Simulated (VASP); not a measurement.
# FeNi3 (Pm-3m) in VASP: a series of runs

The runs below take FeNi3 through single point, with PBE, r2SCAN.

All numbers are computed with VASP 6.6.1; they aren't measurements. Logs are shortened: lines on timing, memory, paths and dates and some standing lists are left out, and cuts for length are marked.

## (1) The cell of the first run

The structure is cubic, space group Pm-3m (No. 221). The conventional cell has a = 3.592 Å, b = 3.592 Å, c = 3.592 Å, α = 90.00°, β = 90.00°, γ = 90.00°. Within 3.4 Å of Ni (site symmetry 4/mmm) lie 8 Ni at 2.54 Å and 4 Fe at 2.54 Å. Within 3.4 Å of Fe (site symmetry m-3m) lie 12 Ni at 2.54 Å.

## (2) Single point, PBE, collinear spin, ferromagnetic start

The input, INCAR:

```
  ALGO = Normal
  EDIFF = 1E-7
  ENCUT = 520
  GGA = PE
  ISIF = 2
  ISMEAR = -1
  ISPIN = 2
  LASPH = T
  LCHARG = T
  LELF = T
  LMAXMIX = 4
  LORBIT = 11
  LREAL = F
  LVHAR = T
  LWAVE = F
  MAGMOM = 1 1 1 3
  NBANDS = 31
  NELM = 150
  PREC = Accurate
  SIGMA = 0.05
```

The input, KPOINTS:

```
k-points
0
Gamma
  8 8 8
```

The input, POSCAR:

```
FeNi3
1.0
    3.5916500865      0.0000000000      0.0000000000
    0.0000000000      3.5916500865      0.0000000000
    0.0000000000      0.0000000000      3.5916500865
Ni Fe
3 1
Direct
    0.5000000000      0.5000000000      0.0000000000
    0.5000000000      0.0000000000      0.5000000000
    0.0000000000      0.5000000000      0.5000000000
    0.0000000000      0.0000000000      0.0000000000
```

Potentials or basis: VASP PAW PBE potentials, release 64 (Ni, Fe).

The run is started by

```console
> cat potpaw_PBE.64/Ni/POTCAR potpaw_PBE.64/Fe/POTCAR > POTCAR
> mpirun -np 1 vasp_std > vasp.out
```

OUTCAR:

```text
EDIFF = 1E-7
   ENCUT = 520
   GGA = PE
   ISIF = 2
   ISMEAR = -1
   ISPIN = 2
   LASPH = T
   LORBIT = 11
   LREAL = F
   NELM = 150
   PREC = Accurate

 ion  position               nearest neighbor table
   1  0.500  0.500  0.000-   2 2.54   3 2.54   4 2.54   2 2.54   3 2.54   2 2.54   4 2.54   2 2.54
                             3 2.54   4 2.54   3 2.54   4 2.54
   2  0.500  0.000  0.500-   1 2.54   3 2.54   4 2.54   1 2.54   4 2.54   1 2.54   3 2.54   1 2.54
                             3 2.54   4 2.54   4 2.54   3 2.54
   3  0.000  0.500  0.500-   1 2.54   2 2.54   4 2.54   1 2.54   4 2.54   2 2.54   4 2.54   4 2.54
                             1 2.54   2 2.54   1 2.54   2 2.54
   4  0.000  0.000  0.000-   1 2.54   2 2.54   3 2.54   2 2.54   3 2.54   1 2.54   3 2.54   3 2.54
                             1 2.54   2 2.54   2 2.54   1 2.54

  LATTYP: Found a simple cubic cell.
 ALAT       =     3.5916500865

  Lattice vectors:

 A1 = (   3.5916500865,   0.0000000000,   0.0000000000)
 A2 = (   0.0000000000,   3.5916500865,   0.0000000000)
 A3 = (   0.0000000000,   0.0000000000,   3.5916500865)

Analysis of symmetry for initial positions (statically):
=====================================================================
 Subroutine PRICEL returns:
 Original cell was already a primitive cell.

 Routine SETGRP: Setting up the symmetry group for a
 simple cubic supercell.

 Subroutine GETGRP returns: Found 48 space group operations
 (whereof 48 operations were pure point group operations)
 out of a pool of 48 trial point group operations.

The static configuration has the point symmetry O_h .

Analysis of symmetry for dynamics (positions and initial velocities):
=====================================================================
 Subroutine PRICEL returns:
 Original cell was already a primitive cell.

 Routine SETGRP: Setting up the symmetry group for a
 simple cubic supercell.

 Subroutine GETGRP returns: Found 48 space group operations
 (whereof 48 operations were pure point group operations)
 out of a pool of 48 trial point group operations.

The dynamic configuration has the point symmetry O_h .

Analysis of structural, dynamic, and magnetic symmetry:
=====================================================================
 Subroutine PRICEL returns:
 Original cell was already a primitive cell.

 Routine SETGRP: Setting up the symmetry group for a
 simple cubic supercell.

 Subroutine GETGRP returns: Found 48 space group operations
 (whereof 48 operations were pure point group operations)
 out of a pool of 48 trial point group operations.

The overall configuration has the point symmetry O_h .

 Subroutine INISYM returns: Found 48 space group operations
 (whereof 48 operations are pure point group operations),
 and found     1 'primitive' translations

----------------------------------------------------------------------------------------

                                     Primitive cell

  volume of cell :      46.3321

  direct lattice vectors                    reciprocal lattice vectors
     3.591650087  0.000000000  0.000000000     0.278423559  0.000000000  0.000000000
     0.000000000  3.591650087  0.000000000     0.000000000  0.278423559  0.000000000
     0.000000000  0.000000000  3.591650087     0.000000000  0.000000000  0.278423559

  length of vectors
     3.591650087  3.591650087  3.591650087     0.278423559  0.278423559  0.278423559

  position of ions in fractional coordinates (direct lattice)
     0.500000000  0.500000000  0.000000000
     0.500000000  0.000000000  0.500000000
     0.000000000  0.500000000  0.500000000
     0.000000000  0.000000000  0.000000000

  ion indices of the primitive-cell ions
   primitive index   ion index
                 1           1
                 2           2
                 3           3
                 4           4

----------------------------------------------------------------------------------------

 KPOINTS: k-points

Automatic generation of k-mesh.
 Grid dimensions read from file:
 generate k-points for:    8    8    8

 Generating k-lattice:

  Cartesian coordinates                     Fractional coordinates (reciprocal lattice)
     0.034802945  0.000000000  0.000000000     0.125000000  0.000000000  0.000000000
     0.000000000  0.034802945  0.000000000     0.000000000  0.125000000  0.000000000
     0.000000000  0.000000000  0.034802945     0.000000000  0.000000000  0.125000000

  Length of vectors
     0.034802945  0.034802945  0.034802945

  Shift w.r.t. Gamma in fractional coordinates (k-lattice)
     0.000000000  0.000000000  0.000000000

 Subroutine IBZKPT returns following result:
 ===========================================

 Found     35 irreducible k-points:

 Following reciprocal coordinates:
            Coordinates               Weight
  0.000000  0.000000  0.000000      1.000000
  0.125000  0.000000  0.000000      6.000000
  0.250000  0.000000  0.000000      6.000000
  0.375000  0.000000  0.000000      6.000000
  0.500000  0.000000  0.000000      3.000000
  0.125000  0.125000  0.000000     12.000000
[... 16 lines left out ...]
  0.375000  0.375000  0.125000     24.000000
  0.500000  0.375000  0.125000     24.000000
 [... further k-points ...]
   k-points           NKPTS =     35   k-points in BZ     NKDIM =     35   number of bands    NBANDS=     31
   number of dos      NEDOS =    301   number of ions     NIONS =      4
   total plane-waves  NPLWV =  21952
   dimension x,y,z NGX =    28 NGY =   28 NGZ =   28
   dimension x,y,z NGXF=    56 NGYF=   56 NGZF=   56
   ions per type =               3   1
   NGX,Y,Z   is equivalent  to a cutoff of  12.96, 12.96, 12.96 a.u.
   NGXF,Y,Z  is equivalent  to a cutoff of  25.92, 25.92, 25.92 a.u.
 SYSTEM =  unknown system
   PREC   = accura    normal or accurate (medium, high low for compatibility)
   ISTART =      0    job   : 0-new  1-cont  2-samecut
   ICHARG =      2    charge: 1-file 2-atom 10-const
   ISPIN  =      2    spin polarized calculation?
   LNONCOLLINEAR =      F non collinear calculations
   LSORBIT =      F    spin-orbit coupling
   LASPH  =      T    aspherical Exc in radial PAW
   ENCUT  =  520.0 eV  38.22 Ry    6.18 a.u.   6.68  6.68  6.68*2*pi/ulx,y,z
   NELM   =    150;   NELMIN=  2; NELMDL= -5     # of ELM steps
   EDIFF  = 0.1E-06   stopping-criterion for ELM
   LREAL  =      F    real-space projection
   EDIFFG = 0.1E-05   stopping-criterion for IOM
   NSW    =      0    number of steps for IOM
   IBRION =     -1    ionic relax: 0-MD 1-quasi-New 2-CG
   NFREE  =      0    steps in history (QN), initial steepest desc. (CG)
   ISIF   =      2    stress and relaxation
   ISYM   =      2    0-nonsym 1-usesym 2-fastsym
   POTIM  = 0.5000    time-step for ionic-motion
   TEBEG  =    0.0;   TEEND  =   0.0 temperature during run
   PSTRESS=    0.0 pullay stress
   NELECT =      38.0000    total number of electrons
   NUPDOWN=      -1.0000    fix difference up-down
   EMIN   =  10.00;   EMAX   =-10.00  energy-range for DOS
   EFERMI =   0.00;   METHOD = LEGACY
   ISMEAR =    -1;   SIGMA  =   0.05  broadening in eV -4-tet -1-fermi 0-gaus
   EFERMI_NEDOS =   21; number of points for ismear=-14 and -15
   IALGO  =     38    algorithm
   IMIX   =      4    mixing-type and parameters
     AMIX     =   0.40;   BMIX     =  1.00
     AMIX_MAG =   1.60;   BMIX_MAG =  1.00
  volume/ion in A,a.u.               =      11.58        78.17
  Fermi-wavevector in a.u.,A,eV,Ry     =   1.532411  2.895837 31.950349  2.348284
  Thomas-Fermi vector in A             =   2.639621
   LORBIT       =     11    0 simple, 1 ext, 2 COOP (PROOUT), +10 PAW based schemes
   GGA     = PE    functional components
   LHFCALC =     F    Hartree Fock is set to
   AEXX    =    0.0000 exact exchange contribution
   IVDW    =     0    specifies the selected vdW correction
   LEPSILON=     F    determine dielectric tensor
   LRPA    =     F    only Hartree local field effects (RPA)
 spin polarized calculation
  energy-cutoff  :      520.00
  volume of cell :       46.33
 maximum number of plane-waves:      1273
 NGX is ok and might be reduce to    28
   NGX = 13   NGY = 13   NGZ = 13

 number of electron      38.0000049 magnetization       4.9130194

 Free energy of the ion-electron system (eV)
  ---------------------------------------------------
  ext. energy  EPLUGINS =         0.00000000
  ---------------------------------------------------
  free energy    TOTEN  =       -24.96771686 eV

  energy without entropy =      -24.93975044  energy(sigma->0) =      -24.95373365

 E-fermi :   8.0664     XC(G=0): -12.9178

 val. band max:        8.0609463653   @ k =   0.5000   0.1250   0.1250
 cond. band min:       8.0681973142   @ k =   0.3750   0.2500   0.1250
 fundamental gap:      0.0072509489
 Fermi energy:         8.0663721342

 spin component 1

 k-point     1 :       0.0000    0.0000    0.0000
  band No.  band energies     occupation
      1      -0.7364      1.00000
      2       2.9777      1.00000
      3       2.9777      1.00000
      4       3.6729      1.00000
      5       3.6834      1.00000
      6       3.6834      1.00000
[... 805 lines left out ...]
     30      21.4283      0.00000
     31      23.8796      0.00000

 [... further k-points ...]

 spin component 2

 k-point     1 :       0.0000    0.0000    0.0000
  band No.  band energies     occupation
      1      -0.6994      1.00000
      2       4.0642      1.00000
      3       4.0657      1.00000
      4       4.0657      1.00000
      5       4.7350      1.00000
      6       4.7350      1.00000
[... 805 lines left out ...]
     30      21.8396      0.00000
     31      24.0091      0.00000

 [... further k-points ...]

------------------------ aborting loop because EDIFF is reached ----------------------------------------

  FORCE on cell =-STRESS in cart. coord.  units (eV):
  Direction    XX          YY          ZZ          XY          YZ          ZX
  --------------------------------------------------------------------------------------
  -------------------------------------------------------------------------------------
  Total       -1.9860785     -1.9860785     -1.9860785     -0.0000000      0.0000000     -0.0000000
  in kB      -68.6791549    -68.6791549    -68.6791549     -0.0000000      0.0000000     -0.0000000
  external PRESSURE =     -68.6791549 kB  Pullay stress =       0.0000000 kB

 VOLUME and BASIS-vectors are now :
 -----------------------------------------------------------------------------
  energy-cutoff  :      520.00
  volume of cell :       46.33
      direct lattice vectors                 reciprocal lattice vectors
     3.591650087  0.000000000  0.000000000     0.278423559  0.000000000  0.000000000
     0.000000000  3.591650087  0.000000000     0.000000000  0.278423559  0.000000000
     0.000000000  0.000000000  3.591650087     0.000000000  0.000000000  0.278423559

 POSITION                                       TOTAL-FORCE (eV/Angst)
 -----------------------------------------------------------------------------------
      1.79583      1.79583      0.00000         0.000000      0.000000      0.000000
      1.79583      0.00000      1.79583         0.000000      0.000000      0.000000
      0.00000      1.79583      1.79583         0.000000      0.000000      0.000000
      0.00000      0.00000      0.00000         0.000000      0.000000      0.000000
 -----------------------------------------------------------------------------------
    total drift:                                0.000000      0.000000      0.000000

  FREE ENERGIE OF THE ION-ELECTRON SYSTEM (eV)
  ---------------------------------------------------
  free  energy   TOTEN  =       -24.9677168574 eV

  energy  without entropy=      -24.9397504381  energy(sigma->0) =      -24.95373365

 total charge

# of ion       s       p       d       tot
------------------------------------------
    1        0.488   0.476   8.305   9.269
    2        0.488   0.476   8.305   9.269
    3        0.488   0.476   8.305   9.269
    4        0.459   0.471   6.080   7.011
--------------------------------------------------
tot          1.923   1.899  30.995  34.817

 magnetization (x)

# of ion       s       p       d       tot
------------------------------------------
    1       -0.015  -0.043   0.723   0.665
    2       -0.015  -0.043   0.723   0.665
    3       -0.015  -0.043   0.723   0.665
    4        0.013   0.000   2.951   2.964
--------------------------------------------------
tot         -0.032  -0.128   5.120   4.960
```

It took 2.5 min on 1 thread of Intel Xeon 8259CL, shared host; peak memory 0.22 GiB.

What came out:

```yaml
Free_energy: -24.9677 eV
Pressure: -6.9 GPa
Net_moment: 4.91 μB per cell
Site_moments: Ni +0.67; Fe +2.96 μB
Valence_electrons_inside_the_program's_atomic_spheres: Ni 9.27; Fe 7.01
```

Caveat: the cell stands under tension.

## (3) Single point, r2SCAN, collinear spin, ferromagnetic start

This run uses another cell than the first one, of 11.14 Å³/atom.

The input, INCAR:

```
SYSTEM = FeNi3
ALGO = Normal
EDIFF = 1E-6
ENCUT = 440
GGA_COMPAT = .FALSE.
ISIF = 2
ISMEAR = 1
ISPIN = 2
KPAR = 2
LASPH = .TRUE.
LCHARG = .FALSE.
LMAXMIX = 4
LMIXTAU = .TRUE.
LORBIT = 11
LREAL = .FALSE.
LWAVE = .FALSE.
MAGMOM = 1 1 1 3
METAGGA = R2SCAN
NELM = 200
PREC = Accurate
SIGMA = 0.1
```

The input, KPOINTS:

```
k-points
0
Gamma
  9 9 9
```

The input, POSCAR:

```
FeNi3
1.0
    3.5450000000      0.0000000000      0.0000000000
    0.0000000000      3.5450000000      0.0000000000
    0.0000000000      0.0000000000      3.5450000000
Ni Fe
3 1
Direct
    0.5000000000      0.5000000000      0.0000000000
    0.5000000000      0.0000000000      0.5000000000
    0.0000000000      0.5000000000      0.5000000000
    0.0000000000      0.0000000000      0.0000000000
```

Potentials or basis: VASP PAW PBE potentials, release 64 (Ni, Fe).

The run is started by

```console
> cat potpaw_PBE.64/Ni/POTCAR potpaw_PBE.64/Fe/POTCAR > POTCAR
> mpirun -np 2 vasp_std > vasp.out
```

It took 79 s on 2 MPI ranks of Intel Xeon Platinum 8488C (Sapphire Rapids), shared host; peak memory 0.18 GiB.

Results (log left out):

- Free energy: -50.6702 eV
- Pressure: -5.6 GPa
- Net moment: 5.25 μB per cell
- Site moments: Ni +0.72; Fe +3.19 μB
- Valence electrons inside the program's atomic spheres: Ni 9.38; Fe 7.05

Levels at points of the mesh, in eV from the Fermi level:
Spin up:
```csv
k point,band 19,band 20,band 21,band 22,band 23,band 24
"(0.00, 0.00, 0.00)",-1.21,-1.21,-1.21,2.20,2.20,2.20
```
Spin down:
```csv
k point,band 12,band 13,band 14,band 15,band 16,band 17,band 18,band 19,band 20,band 21
"(0.00, 0.00, 0.00)",-0.82,-0.04,0.44,0.44,0.44,1.24,1.24,1.37,1.37,1.37
```

Caveat: the cell stands under tension; the PAW data sets were made with another functional, which shifts forces and pressure a little.
